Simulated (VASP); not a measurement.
Set up this calculation in VASP 6.6.1, as the native input.

- Task: single point
- Functional: PBE
- Dispersion: D3(BJ)
- Potentials or basis: VASP PAW PBE potentials, release 64 (Pt, C, H)
- Cutoff: 520 eV
- k mesh: 6 × 6 × 1
- Occupations: gaussian, width 0.1 eV
- Spin: no spin polarisation
- Dipole correction: yes
- Further INCAR settings: LREAL = Auto; ALGO = Normal; EDIFF = 1e-06; NBANDS = 98

The structure of HPt16C lies in POSCAR:

```
HPt16C
1.0
    5.5557316924      0.0000000000      0.0000000000
   -2.7778658462      4.8114047822      0.0000000000
    0.0000000000      0.0000000000     26.9043538970
Pt C H
16 1 1
Direct
    0.3333333333      0.1666666667      0.3159339946
    0.3333333333      0.6666666667      0.3159339946
    0.8333333333      0.1666666667      0.3159339946
    0.8333333333      0.6666666667      0.3159339946
    0.6666666667      0.3333333333      0.4002370028
    0.6666666667      0.8333333333      0.4002370028
    0.1666666667      0.3333333333      0.4002370028
    0.1666666667      0.8333333333      0.4002370028
   -0.0032075262      0.4983962369      0.4850279115
    0.0000000000      0.0000000000      0.4843951575
    0.5016037631      0.4983962369      0.4850279115
    0.5016037631      0.0032075262      0.4850279115
    0.3333333333      0.6666666667      0.5675761714
    0.3380778471      0.1690389235      0.5738197579
    0.8309610765      0.6619221529      0.5738197579
    0.8309610765      0.1690389235      0.5738197579
    0.0000000000      0.0000000000      0.6164266808
    0.0000000000      0.0000000000      0.6571649287
```

These files were run (other wordings do the same):

INCAR

```
  PREC = Accurate
  ENCUT = 520
  EDIFF = 1E-6
  ISMEAR = 0
  SIGMA = 0.1
  LREAL = Auto
  LASPH = True
  NELM = 80
  ALGO = Normal
  ISIF = 2
  LWAVE = False
  LCHARG = True
  LDIPOL = True
  IDIPOL = 3
  DIPOL = 0.5 0.5 0.465
  GGA = PE
  IVDW = 12
  LELF = True
  LVHAR = True
  LVACPOTAV = True
  NBANDS = 98
```

KPOINTS

```
regular mesh
0
Gamma
  6 6 1
```

Potentials or basis: VASP PAW PBE potentials, release 64 (Pt, C, H).

The run is started by

```console
$ cat potpaw_PBE.64/Pt/POTCAR potpaw_PBE.64/C/POTCAR potpaw_PBE.64/H/POTCAR > POTCAR
$ mpirun -np 1 vasp_std > vasp.out
```

It gave:

The largest force is 0.529 eV/Å, the band gap on the k mesh is zero (an odd number of electrons rules out a gap without spin polarisation) and the dispersion energy per atom is -0.525 eV.

Caveat: spin-orbit coupling is left out, which moves the levels of the heavy elements.

Run time: 29 min on 1 thread of Oxide Virtual Turin-like Processor, with other jobs on the host, peak memory 0.85 GiB.
